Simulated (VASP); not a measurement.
# HgSbS (P6_3/mmc) in VASP: single point with PBE

Aim: the single point of HgSbS with PBE.

All numbers are computed with VASP 6.6.1; they aren't measurements. Logs are shortened: lines on timing, memory, paths and dates and some standing lists are left out, and cuts for length are marked.

### Step 1. The cell of the first run

Symmetry: P6_3/mmc, No. 194, hexagonal system. The conventional cell has a = 4.773 Å, b = 4.773 Å, c = 8.191 Å, α = 90.00°, β = 90.00°, γ = 120.00°. Within 3.6 Å of Hg (site symmetry -6m2) lie 3 Sb at 2.76 Å and 6 S at 3.43 Å. Within 3.6 Å of Sb (site symmetry -6m2) lie 3 Hg at 2.76 Å and 6 S at 3.43 Å. Within 4.5 Å of S (site symmetry -3m) lie 6 Hg at 3.43 Å and 6 Sb at 3.43 Å and 2 S at 4.10 Å.

The cell was built from a structure type or drawn by symmetry, and may not be a known phase.

### Step 2. Single point, PBE

Input file INCAR:

```
SYSTEM = HgSbS
PREC = Accurate ; ENCUT = 520
EDIFF = 1E-6 ; ISMEAR = 0
SIGMA = 0.1 ; LREAL = .FALSE.
LASPH = .TRUE. ; NELM = 80
ALGO = Normal ; ISIF = 2
LWAVE = .FALSE. ; LCHARG = .TRUE.
GGA = PE ; LELF = .TRUE.
LVHAR = .TRUE. ; NBANDS = 32
```

Input file KPOINTS:

```
regular mesh
0
G
  6 6 2
  0 0 0
```

Input file POSCAR:

```
HgSbS
1.0
    4.7728077100      0.0000000000      0.0000000000
   -2.3864038600      4.1333727300      0.0000000000
    0.0000000000      0.0000000000      8.1907367400
Hg Sb S
2 2 2
Direct
    0.3333333300      0.6666666700      0.2500000000
    0.6666666700      0.3333333300      0.7500000000
    0.3333333300      0.6666666700      0.7500000000
    0.6666666700      0.3333333300      0.2500000000
    0.0000000000      0.0000000000      0.0000000000
    0.0000000000      0.0000000000      0.5000000000
```

Potentials or basis: VASP PAW PBE potentials, release 64 (Hg, Sb, S).

Launch:

```console
> cat potpaw_PBE.64/Hg/POTCAR potpaw_PBE.64/Sb/POTCAR potpaw_PBE.64/S/POTCAR > POTCAR
> mpirun -np 1 vasp_std > vasp.out
```

OUTCAR:

```text
SYSTEM = HgSbS
   PREC = Accurate
   ENCUT = 520
   EDIFF = 1E-6
   ISMEAR = 0
   LREAL = .FALSE.
   LASPH = .TRUE.
   NELM = 80
   ISIF = 2
   GGA = PE

 ion  position               nearest neighbor table
   1  0.333  0.667  0.250-   4 2.76   4 2.76   4 2.76
   2  0.667  0.333  0.750-   3 2.76   3 2.76   3 2.76
   3  0.333  0.667  0.750-   2 2.76   2 2.76   2 2.76
   4  0.667  0.333  0.250-   1 2.76   1 2.76   1 2.76
   5  0.000  0.000  0.000-
   6  0.000  0.000  0.500-

  LATTYP: Found a hexagonal cell.
 ALAT       =     4.7728077100
 C/A-ratio  =     1.7161254418

  Lattice vectors:

 A1 = (   4.7728077100,   0.0000000000,   0.0000000000)
 A2 = (  -2.3864038600,   4.1333727300,   0.0000000000)
 A3 = (   0.0000000000,   0.0000000000,   8.1907367400)

Analysis of symmetry for initial positions (statically):
=====================================================================
 Subroutine PRICEL returns:
 Original cell was already a primitive cell.

 Routine SETGRP: Setting up the symmetry group for a
 hexagonal supercell.

 Subroutine GETGRP returns: Found 24 space group operations
 (whereof 12 operations were pure point group operations)
 out of a pool of 24 trial point group operations.

The static configuration has the point symmetry D_3d.
 The point group associated with its full space group is D_6h.

Analysis of symmetry for dynamics (positions and initial velocities):
=====================================================================
 Subroutine PRICEL returns:
 Original cell was already a primitive cell.

 Routine SETGRP: Setting up the symmetry group for a
 hexagonal supercell.

 Subroutine GETGRP returns: Found 24 space group operations
 (whereof 12 operations were pure point group operations)
 out of a pool of 24 trial point group operations.

The dynamic configuration has the point symmetry D_3d.
 The point group associated with its full space group is D_6h.

 Subroutine INISYM returns: Found 24 space group operations
 (whereof 12 operations are pure point group operations),
 and found     1 'primitive' translations

----------------------------------------------------------------------------------------

                                     Primitive cell

  volume of cell :     161.5852

  direct lattice vectors                    reciprocal lattice vectors
     4.772807710  0.000000000  0.000000000     0.209520278  0.120966589  0.000000000
    -2.386403860  4.133372730  0.000000000     0.000000000  0.241933178  0.000000000
     0.000000000  0.000000000  8.190736740     0.000000000  0.000000000  0.122089139

  length of vectors
     4.772807710  4.772807717  8.190736740     0.241933178  0.241933178  0.122089139

  position of ions in fractional coordinates (direct lattice)
     0.333333330  0.666666670  0.250000000
     0.666666670  0.333333330  0.750000000
     0.333333330  0.666666670  0.750000000
     0.666666670  0.333333330  0.250000000
     0.000000000  0.000000000  0.000000000
     0.000000000  0.000000000  0.500000000

  ion indices of the primitive-cell ions
   primitive index   ion index
                 1           1
                 2           2
                 3           3
                 4           4
                 5           5
                 6           6

----------------------------------------------------------------------------------------

 KPOINTS: regular mesh

Automatic generation of k-mesh.
 Grid dimensions read from file:
 generate k-points for:    6    6    2

 Generating k-lattice:

  Cartesian coordinates                     Fractional coordinates (reciprocal lattice)
     0.034920046  0.020161098  0.000000000     0.166666667 -0.000000000  0.000000000
     0.000000000  0.040322196  0.000000000     0.000000000  0.166666667  0.000000000
     0.000000000  0.000000000  0.061044570     0.000000000  0.000000000  0.500000000

  Length of vectors
     0.040322196  0.040322196  0.061044570

  Shift w.r.t. Gamma in fractional coordinates (k-lattice)
     0.000000000  0.000000000  0.000000000

 Subroutine IBZKPT returns following result:
 ===========================================

 Found     14 irreducible k-points:

 Following reciprocal coordinates:
            Coordinates               Weight
  0.000000  0.000000  0.000000      1.000000
  0.166667 -0.000000  0.000000      6.000000
  0.333333 -0.000000  0.000000      6.000000
  0.500000  0.000000  0.000000      3.000000
  0.166667  0.166667  0.000000      6.000000
  0.333333  0.166667  0.000000     12.000000
  0.333333  0.333333  0.000000      2.000000
  0.000000  0.000000  0.500000      1.000000
  0.166667 -0.000000  0.500000      6.000000
  0.333333 -0.000000  0.500000      6.000000
  0.500000  0.000000  0.500000      3.000000
  0.166667  0.166667  0.500000      6.000000
  0.333333  0.166667  0.500000     12.000000
  0.333333  0.333333  0.500000      2.000000
   k-points           NKPTS =     14   k-points in BZ     NKDIM =     14   number of bands    NBANDS=     32
   number of dos      NEDOS =    301   number of ions     NIONS =      6
   total plane-waves  NPLWV =  82944
   dimension x,y,z NGX =    36 NGY =   36 NGZ =   64
   dimension x,y,z NGXF=    72 NGYF=   72 NGZF=  128
   ions per type =               2   2   2
   NGX,Y,Z   is equivalent  to a cutoff of  12.54, 12.54, 12.99 a.u.
   NGXF,Y,Z  is equivalent  to a cutoff of  25.08, 25.08, 25.98 a.u.
 SYSTEM =  HgSbS
   PREC   = accura    normal or accurate (medium, high low for compatibility)
   ISTART =      0    job   : 0-new  1-cont  2-samecut
   ICHARG =      2    charge: 1-file 2-atom 10-const
   ISPIN  =      1    spin polarized calculation?
   LNONCOLLINEAR =      F non collinear calculations
   LSORBIT =      F    spin-orbit coupling
   LASPH  =      T    aspherical Exc in radial PAW
   ENCUT  =  520.0 eV  38.22 Ry    6.18 a.u.   8.87  8.87 15.23*2*pi/ulx,y,z
   NELM   =     80;   NELMIN=  2; NELMDL= -5     # of ELM steps
   EDIFF  = 0.1E-05   stopping-criterion for ELM
   LREAL  =      F    real-space projection
   EDIFFG = 0.1E-04   stopping-criterion for IOM
   NSW    =      0    number of steps for IOM
   IBRION =     -1    ionic relax: 0-MD 1-quasi-New 2-CG
   NFREE  =      0    steps in history (QN), initial steepest desc. (CG)
   ISIF   =      2    stress and relaxation
   ISYM   =      2    0-nonsym 1-usesym 2-fastsym
   POTIM  = 0.5000    time-step for ionic-motion
   TEBEG  =    0.0;   TEEND  =   0.0 temperature during run
   PSTRESS=    0.0 pullay stress
   NELECT =      46.0000    total number of electrons
   NUPDOWN=      -1.0000    fix difference up-down
   EMIN   =  10.00;   EMAX   =-10.00  energy-range for DOS
   EFERMI =   0.00;   METHOD = LEGACY
   ISMEAR =     0;   SIGMA  =   0.10  broadening in eV -4-tet -1-fermi 0-gaus
   EFERMI_NEDOS =   21; number of points for ismear=-14 and -15
   IALGO  =     38    algorithm
   IMIX   =      4    mixing-type and parameters
     AMIX     =   0.40;   BMIX     =  1.00
     AMIX_MAG =   1.60;   BMIX_MAG =  1.00
  volume/ion in A,a.u.               =      26.93       181.74
  Fermi-wavevector in a.u.,A,eV,Ry     =   1.076945  2.035131 15.780187  1.159811
  Thomas-Fermi vector in A             =   2.212844
   LORBIT       =      0    0 simple, 1 ext, 2 COOP (PROOUT), +10 PAW based schemes
   GGA     = PE    functional components
   LHFCALC =     F    Hartree Fock is set to
   AEXX    =    0.0000 exact exchange contribution
   IVDW    =     0    specifies the selected vdW correction
   LEPSILON=     F    determine dielectric tensor
   LRPA    =     F    only Hartree local field effects (RPA)
 non-spin polarized calculation
 Gauss-broadening in eV      SIGMA  =   0.10
  energy-cutoff  :      520.00
  volume of cell :      161.59
 maximum number of plane-waves:      4380
 NGX is ok and might be reduce to    36
   NGX = 17   NGY = 17   NGZ = 31

 number of electron      46.0000006 magnetization

 Free energy of the ion-electron system (eV)
  ---------------------------------------------------
  ext. energy  EPLUGINS =         0.00000000
  ---------------------------------------------------
  free energy    TOTEN  =       -13.92105584 eV

  energy without entropy =      -13.90256560  energy(sigma->0) =      -13.91181072

 E-fermi :   3.9772     XC(G=0):  -9.6094

 val. band max:        3.9752538918   @ k =   0.3333  -0.0000   0.0000
 cond. band min:       4.0399766424   @ k =   0.0000   0.0000   0.0000
 fundamental gap:      0.0647227505
 Fermi energy:         3.9771745902

 k-point     1 :       0.0000    0.0000    0.0000
  band No.  band energies     occupation
      1      -8.4494      2.00000
      2      -7.6346      2.00000
      3      -6.4422      2.00000
      4      -5.4102      2.00000
      5      -3.5375      2.00000
      6      -3.5375      2.00000
[... 24 lines left out ...]
     31       8.9447      0.00000
     32       9.7647      0.00000

 k-point     2 :       0.1667   -0.0000    0.0000
  band No.  band energies     occupation
      1      -8.3099      2.00000
      2      -7.6060      2.00000
      3      -6.2964      2.00000
      4      -5.5614      2.00000
      5      -3.5003      2.00000
      6      -3.4675      2.00000
[... 24 lines left out ...]
     31       9.0233      0.00000
     32       9.4366      0.00000
[... 383 lines left out ...]
     31      10.7166      0.00000
     32      10.7166      0.00000

 k-point    14 :       0.3333    0.3333    0.5000
  band No.  band energies     occupation
      1      -7.6084      2.00000
      2      -7.6084      2.00000
      3      -5.8269      2.00000
      4      -5.8269      2.00000
      5      -3.1800      2.00000
      6      -3.1800      2.00000
[... 24 lines left out ...]
     31      11.0240      0.00000
     32      11.0240      0.00000

------------------------ aborting loop because EDIFF is reached ----------------------------------------

  FORCE on cell =-STRESS in cart. coord.  units (eV):
  Direction    XX          YY          ZZ          XY          YZ          ZX
  --------------------------------------------------------------------------------------
  -------------------------------------------------------------------------------------
  Total        0.4202494      0.4202494     -3.4266762     -0.0000000     -0.0000000      0.0000000
  in kB        4.1669299      4.1669299    -33.9767765     -0.0000000     -0.0000000      0.0000000
  external PRESSURE =      -8.5476389 kB  Pullay stress =       0.0000000 kB

 VOLUME and BASIS-vectors are now :
 -----------------------------------------------------------------------------
  energy-cutoff  :      520.00
  volume of cell :      161.59
      direct lattice vectors                 reciprocal lattice vectors
     4.772807710  0.000000000  0.000000000     0.209520278  0.120966589  0.000000000
    -2.386403860  4.133372730  0.000000000     0.000000000  0.241933178  0.000000000
     0.000000000  0.000000000  8.190736740     0.000000000  0.000000000  0.122089139

 POSITION                                       TOTAL-FORCE (eV/Angst)
 -----------------------------------------------------------------------------------
     -0.00000      2.75558      2.04768        -0.000000      0.000000      0.000000
      2.38640      1.37779      6.14305         0.000000     -0.000000      0.000000
     -0.00000      2.75558      6.14305         0.000000     -0.000000      0.000000
      2.38640      1.37779      2.04768         0.000000      0.000000      0.000000
      0.00000      0.00000      0.00000         0.000000     -0.000000      0.000000
      0.00000      0.00000      4.09537         0.000000     -0.000000      0.000000
 -----------------------------------------------------------------------------------
    total drift:                               -0.000007      0.000004     -0.000000

  FREE ENERGIE OF THE ION-ELECTRON SYSTEM (eV)
  ---------------------------------------------------
  free  energy   TOTEN  =       -13.9210558384 eV

  energy  without entropy=      -13.9025655998  energy(sigma->0) =      -13.91181072
```

It took 43 s on 1 thread of Intel Xeon Platinum 8559C (Emerald Rapids), shared host; peak memory 0.3 GiB.

What came out:

```
Free energy            : -13.9211 eV
Pressure               : -0.9 GPa
Band gap on the k mesh : zero (bands 23 and 24 overlap by 1.14 eV)
```

Stress tensor (GPa, compression positive):
```
 0.42  0.00  0.00
 0.00  0.42  0.00
 0.00  0.00 -3.40
```

Caveat: the k points lie up to 0.38 Å⁻¹ apart, too coarse for converged energies and pressures of a metal; spin-orbit coupling is left out, which moves the levels of the heavy elements.
